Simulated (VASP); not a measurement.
# Ti4W (P-3m1) in VASP: notebook, part 2 of 2

VASP 6.6.1. Earlier steps stand in the parts before.

**4. Relaxation of cell and atoms, PBE**

Contents of INCAR:

```
SYSTEM = Ti4W
PREC = Accurate
ENCUT = 600
EDIFF = 1E-7
ISMEAR = 0
SIGMA = 0.1
LREAL = .False.
LASPH = .True.
NELM = 60
ALGO = Normal
ISIF = 3
LWAVE = .False.
LCHARG = .False.
GGA = PE
IBRION = 2
NSW = 90
EDIFFG = -0.04
```

Contents of KPOINTS:

```
regular mesh
0
Gamma
  6 6 2
  0 0 0
```

Contents of POSCAR:

```
Ti4W
1.0
    2.8812952100      0.0000000000      0.0000000000
   -1.4406476000      2.4952748500      0.0000000000
    0.0000000000      0.0000000000      9.2647511000
Ti W
4 1
Direct
    0.3333333300      0.6666666700      0.8658552800
    0.3333333300      0.6666666700      0.3767953500
    0.6666666700      0.3333333300      0.1341447200
    0.6666666700      0.3333333300      0.6232046500
    0.0000000000      0.0000000000      0.0000000000
```

Potentials or basis: VASP PAW PBE potentials, release 64 (Ti_sv, W_sv).

On the command line:

```
$ cat potpaw_PBE.64/Ti_sv/POTCAR potpaw_PBE.64/W_sv/POTCAR > POTCAR
$ mpirun -np 1 vasp_std > vasp.out
```

OUTCAR:

```text
SYSTEM = Ti4W
   PREC = Accurate
   ENCUT = 600
   EDIFF = 1E-7
   ISMEAR = 0
   LREAL = .False.
   LASPH = .True.
   NELM = 60
   ISIF = 3
   GGA = PE
   IBRION = 2
   NSW = 90
   EDIFFG = -0.04

 ion  position               nearest neighbor table
   1  0.333  0.667  0.866-   5 2.08   5 2.08   5 2.08   4 2.80   4 2.80   4 2.80
   2  0.333  0.667  0.377-   3 2.80   3 2.80   3 2.80   4 2.82   4 2.82   4 2.82
   3  0.667  0.333  0.134-   5 2.08   5 2.08   5 2.08   2 2.80   2 2.80   2 2.80
   4  0.667  0.333  0.623-   1 2.80   1 2.80   1 2.80   2 2.82   2 2.82   2 2.82
   5  0.000  0.000  0.000-   1 2.08   3 2.08   1 2.08   3 2.08   3 2.08   1 2.08

  LATTYP: Found a hexagonal cell.
 ALAT       =     2.8812952100
 C/A-ratio  =     3.2154813807

  Lattice vectors:

 A1 = (   2.8812952100,   0.0000000000,   0.0000000000)
 A2 = (  -1.4406476000,   2.4952748500,   0.0000000000)
 A3 = (   0.0000000000,   0.0000000000,   9.2647511000)

Analysis of symmetry for initial positions (statically):
=====================================================================
 Subroutine PRICEL returns:
 Original cell was already a primitive cell.

 Routine SETGRP: Setting up the symmetry group for a
 hexagonal supercell.

 Subroutine GETGRP returns: Found 12 space group operations
 (whereof 12 operations were pure point group operations)
 out of a pool of 24 trial point group operations.

The static configuration has the point symmetry D_3d.

Analysis of symmetry for dynamics (positions and initial velocities):
=====================================================================
 Subroutine PRICEL returns:
 Original cell was already a primitive cell.

 Routine SETGRP: Setting up the symmetry group for a
 hexagonal supercell.

 Subroutine GETGRP returns: Found 12 space group operations
 (whereof 12 operations were pure point group operations)
 out of a pool of 24 trial point group operations.

The dynamic configuration has the point symmetry D_3d.

 Subroutine INISYM returns: Found 12 space group operations
 (whereof 12 operations are pure point group operations),
 and found     1 'primitive' translations

----------------------------------------------------------------------------------------

                                     Primitive cell

  volume of cell :      66.6101

  direct lattice vectors                    reciprocal lattice vectors
     2.881295210  0.000000000  0.000000000     0.347066138  0.200378727  0.000000000
    -1.440647600  2.495274850  0.000000000     0.000000000  0.400757456  0.000000000
     0.000000000  0.000000000  9.264751100     0.000000000  0.000000000  0.107935981

  length of vectors
     2.881295210  2.881295210  9.264751100     0.400757456  0.400757456  0.107935981

  position of ions in fractional coordinates (direct lattice)
     0.333333330  0.666666670  0.865855280
     0.333333330  0.666666670  0.376795350
     0.666666670  0.333333330  0.134144720
     0.666666670  0.333333330  0.623204650
     0.000000000  0.000000000  0.000000000

  ion indices of the primitive-cell ions
   primitive index   ion index
                 1           1
                 2           2
                 3           3
                 4           4
                 5           5

----------------------------------------------------------------------------------------

 KPOINTS: regular mesh

Automatic generation of k-mesh.
 Grid dimensions read from file:
 generate k-points for:    6    6    2

 Generating k-lattice:

  Cartesian coordinates                     Fractional coordinates (reciprocal lattice)
     0.057844356  0.033396455  0.000000000     0.166666667 -0.000000000  0.000000000
     0.000000000  0.066792909  0.000000000     0.000000000  0.166666667  0.000000000
     0.000000000  0.000000000  0.053967991     0.000000000  0.000000000  0.500000000

  Length of vectors
     0.066792909  0.066792909  0.053967991

  Shift w.r.t. Gamma in fractional coordinates (k-lattice)
     0.000000000  0.000000000  0.000000000

 Subroutine IBZKPT returns following result:
 ===========================================

 Found     14 irreducible k-points:

 Following reciprocal coordinates:
            Coordinates               Weight
  0.000000  0.000000  0.000000      1.000000
  0.166667  0.000000  0.000000      6.000000
  0.333333 -0.000000  0.000000      6.000000
  0.500000 -0.000000  0.000000      3.000000
  0.166667  0.166667  0.000000      6.000000
  0.333333  0.166667  0.000000     12.000000
  0.333333  0.333333  0.000000      2.000000
  0.000000  0.000000  0.500000      1.000000
  0.166667  0.000000  0.500000      6.000000
  0.333333 -0.000000  0.500000      6.000000
  0.500000 -0.000000  0.500000      3.000000
  0.166667  0.166667  0.500000      6.000000
  0.333333  0.166667  0.500000     12.000000
  0.333333  0.333333  0.500000      2.000000
   k-points           NKPTS =     14   k-points in BZ     NKDIM =     14   number of bands    NBANDS=     37
   number of dos      NEDOS =    301   number of ions     NIONS =      5
   total plane-waves  NPLWV =  46080
   dimension x,y,z NGX =    24 NGY =   24 NGZ =   80
   dimension x,y,z NGXF=    48 NGYF=   48 NGZF=  160
   ions per type =               4   1
   NGX,Y,Z   is equivalent  to a cutoff of  13.85, 13.85, 14.36 a.u.
   NGXF,Y,Z  is equivalent  to a cutoff of  27.70, 27.70, 28.71 a.u.
 SYSTEM =  Ti4W
   PREC   = accura    normal or accurate (medium, high low for compatibility)
   ISTART =      0    job   : 0-new  1-cont  2-samecut
   ICHARG =      2    charge: 1-file 2-atom 10-const
   ISPIN  =      1    spin polarized calculation?
   LNONCOLLINEAR =      F non collinear calculations
   LSORBIT =      F    spin-orbit coupling
   LASPH  =      T    aspherical Exc in radial PAW
   ENCUT  =  600.0 eV  44.10 Ry    6.64 a.u.   5.75  5.75 18.50*2*pi/ulx,y,z
   NELM   =     60;   NELMIN=  2; NELMDL= -5     # of ELM steps
   EDIFF  = 0.1E-06   stopping-criterion for ELM
   LREAL  =      F    real-space projection
   EDIFFG = -.4E-01   stopping-criterion for IOM
   NSW    =     90    number of steps for IOM
   IBRION =      2    ionic relax: 0-MD 1-quasi-New 2-CG
   NFREE  =      1    steps in history (QN), initial steepest desc. (CG)
   ISIF   =      3    stress and relaxation
   ISYM   =      2    0-nonsym 1-usesym 2-fastsym
   POTIM  = 0.5000    time-step for ionic-motion
   TEBEG  =    0.0;   TEEND  =   0.0 temperature during run
   PSTRESS=    0.0 pullay stress
   NELECT =      62.0000    total number of electrons
   NUPDOWN=      -1.0000    fix difference up-down
   EMIN   =  10.00;   EMAX   =-10.00  energy-range for DOS
   EFERMI =   0.00;   METHOD = LEGACY
   ISMEAR =     0;   SIGMA  =   0.10  broadening in eV -4-tet -1-fermi 0-gaus
   EFERMI_NEDOS =   21; number of points for ismear=-14 and -15
   IALGO  =     38    algorithm
   IMIX   =      4    mixing-type and parameters
     AMIX     =   0.40;   BMIX     =  1.00
     AMIX_MAG =   1.60;   BMIX_MAG =  1.00
  volume/ion in A,a.u.               =      13.32        89.90
  Fermi-wavevector in a.u.,A,eV,Ry     =   1.598424  3.020584 34.762348  2.554960
  Thomas-Fermi vector in A             =   2.695876
   LORBIT       =      0    0 simple, 1 ext, 2 COOP (PROOUT), +10 PAW based schemes
   GGA     = PE    functional components
   LHFCALC =     F    Hartree Fock is set to
   AEXX    =    0.0000 exact exchange contribution
   IVDW    =     0    specifies the selected vdW correction
   LEPSILON=     F    determine dielectric tensor
   LRPA    =     F    only Hartree local field effects (RPA)
 conjugate gradient relaxation of ions
 non-spin polarized calculation
 Gauss-broadening in eV      SIGMA  =   0.10
  energy-cutoff  :      600.00
  volume of cell :       66.61
 maximum number of plane-waves:      2240
 NGX is ok and might be reduce to    24
   NGX = 11   NGY = 11   NGZ = 37

--------------------------------------- Ionic step        1  -------------------------------------------

 number of electron      62.0000002 magnetization

 Free energy of the ion-electron system (eV)
  ---------------------------------------------------
  ext. energy  EPLUGINS =         0.00000000
  ---------------------------------------------------
  free energy    TOTEN  =       -30.68748716 eV

  energy without entropy =      -30.66124390  energy(sigma->0) =      -30.67436553

 E-fermi :  11.6005     XC(G=0): -12.9516

 val. band max:       11.5669753305   @ k =   0.3333  -0.0000   0.5000
 cond. band min:      11.6298569489   @ k =   0.3333  -0.0000   0.0000
 fundamental gap:      0.0628816184
 Fermi energy:        11.6004811986
[... 1805 lines left out ...]
     36       5.6273      0.00000
     37       6.3078      0.00000

[... ionic steps 4 to 19 ...]

--------------------------------------- Ionic step       20  -------------------------------------------

 number of electron      61.9999995 magnetization

------------------------ aborting loop because EDIFF is reached ----------------------------------------
[... 73 lines left out ...]
--------------------------------------- Ionic step       22  -------------------------------------------

 number of electron      61.9999998 magnetization

 Free energy of the ion-electron system (eV)
  ---------------------------------------------------
  ext. energy  EPLUGINS =         0.00000000
  ---------------------------------------------------
  free energy    TOTEN  =       -43.66871984 eV

  energy without entropy =      -43.63544773  energy(sigma->0) =      -43.65208378

 E-fermi :   8.8107     XC(G=0): -11.9442

 val. band max:        8.8084696909   @ k =   0.3333  -0.0000   0.0000
 cond. band min:       8.8148960868   @ k =   0.5000  -0.0000   0.0000
 fundamental gap:      0.0064263959
 Fermi energy:         8.8106635807
[... 590 lines left out ...]
  FREE ENERGIE OF THE ION-ELECTRON SYSTEM (eV)
  ---------------------------------------------------
  free  energy   TOTEN  =       -43.6687198357 eV

  energy  without entropy=      -43.6354477287  energy(sigma->0) =      -43.65208378

 reached required accuracy - stopping structural energy minimisation
```

Run time: 14 min. Hardware: 1 thread of Intel Xeon Platinum 8488C (Sapphire Rapids), shared host; peak memory 0.24 GiB.

What came out:

```
Free energy                            : -43.6687 eV
Relaxed volume                         : 16.96 Å³/atom
Relaxed cell                           : a = 2.878 Å, b = 2.878 Å, c = 11.825 Å, α = 90.00°, β = 90.00°, γ = 120.00°
Space group after relaxing (to 0.05 Å) : P-3m1 (No. 164)
Energy gained by relaxing              : 2596.2 meV/atom
Ionic steps                            : 22
Pressure after relaxing                : 0.2 GPa
Largest force after relaxing           : 0.040 eV/Å
Band gap on the k mesh                 : zero (band 31 reaches 9.28 eV, above the bottom of band 32 at 8.42 eV)
```

Forces in eV/Å, atoms in the order of the input:
```
Ti   0.000  0.000  0.024
Ti   0.000  0.000 -0.040
Ti   0.000  0.000 -0.024
Ti   0.000  0.000  0.040
W    0.000  0.000  0.000
```

Stress tensor (GPa, compression positive):
```
0.33 0.00 0.00
0.00 0.33 0.00
0.00 0.00 0.03
```

The path:
| step | energy change (eV) | largest force (eV/Å) | pressure (GPa) | volume (Å³) |
| --- | --- | --- | --- | --- |
| 1 | 0.0000 | 17.9965 | 109.76 | 66.61 |
| 2 | 2.6436 | 0.3615 | -17.63 | 198.89 |
| 3 | -2.7444 | 1.3132 | -22.25 | 158.02 |
| 4 | -7.3180 | 1.8109 | -23.56 | 129.90 |
| 5 | -11.9625 | 1.1771 | -8.23 | 94.77 |
| 6 | -12.0302 | 1.3519 | 1.79 | 87.77 |
| 7 | -12.0776 | 1.2213 | -2.76 | 90.55 |
| 8 | -12.0771 | 1.2257 | -1.97 | 90.03 |
| 9 | -12.5903 | 0.8004 | -0.77 | 87.85 |
| 10 | -12.7549 | 0.5827 | 2.99 | 84.84 |
| 11 | -12.7870 | 0.3587 | -3.54 | 88.66 |
| 12 | -12.7953 | 0.4184 | -1.62 | 87.45 |
| 13 | -12.8370 | 0.3899 | -1.60 | 87.11 |
| 14 | -12.9532 | 0.2487 | -1.34 | 86.07 |
| 15 | -12.7177 | 1.1556 | 1.49 | 83.91 |
| 16 | -12.9715 | 0.1297 | -1.21 | 85.60 |
| 17 | -12.9719 | 0.0847 | -1.25 | 85.66 |
| 18 | -12.9493 | 0.0462 | 4.12 | 82.61 |
| 19 | -12.9781 | 0.0727 | 0.35 | 84.69 |
| 20 | -12.9803 | 0.0582 | -0.26 | 85.08 |
| 21 | -12.9804 | 0.0587 | -0.14 | 85.00 |
| 22 | -12.9812 | 0.0398 | 0.23 | 84.82 |

Final structure:
```
Ti W
1.0
     2.87799    0.00000    0.00000
    -1.43899    2.49241    0.00000
     0.00000    0.00000   11.82509
Ti W
4 1
Direct
  0.33333 0.66667 0.79910
  0.33333 0.66667 0.39668
  0.66667 0.33333 0.20090
  0.66667 0.33333 0.60332
  0.00000 0.00000 0.00000
```

Caveat: the k points lie up to 0.42 Å⁻¹ apart in the final cell; the volume moved by over 15 % at a fixed basis, so the end points are rough; spin-orbit coupling is left out, which moves the levels of the heavy elements.

**5. The runs side by side**

```tsv
task	cell	cutoff (eV)	gap on the mesh (eV)	pressure (GPa)	largest force (eV/Å)
single point	a = 2.881, b = 2.881, c = 9.265 Å, angles 90.0, 90.0, 120.0°, 5 atoms	520	none	109.7	18.00
single point	a = 2.880, b = 2.880, c = 11.859 Å, angles 90.0, 90.0, 120.0°, 5 atoms	520	none	-0.1	0.02
relaxation of cell and atoms	relaxed from a = 2.881, b = 2.881, c = 9.265 Å, angles 90.0, 90.0, 120.0°, 5 atoms	600	none	0.2	0.04
```

Alike in all rows: level PBE; potentials or basis VASP PAW PBE potentials, release 64 (Ti_sv, W_sv); no spin polarisation; k mesh 6 × 6 × 2; smearing gaussian 0.1 eV.

Caveats: all runs use coarse meshes; spin-orbit coupling is left out, which moves the levels of the heavy elements; forces of over 1 eV/Å act on the atoms, so gaps and moduli don't describe the material at rest (some runs); the volume moved by over 15 % at a fixed basis, so the end points are rough (some runs).

Absolute energies hang on the potentials; compare differences alone.
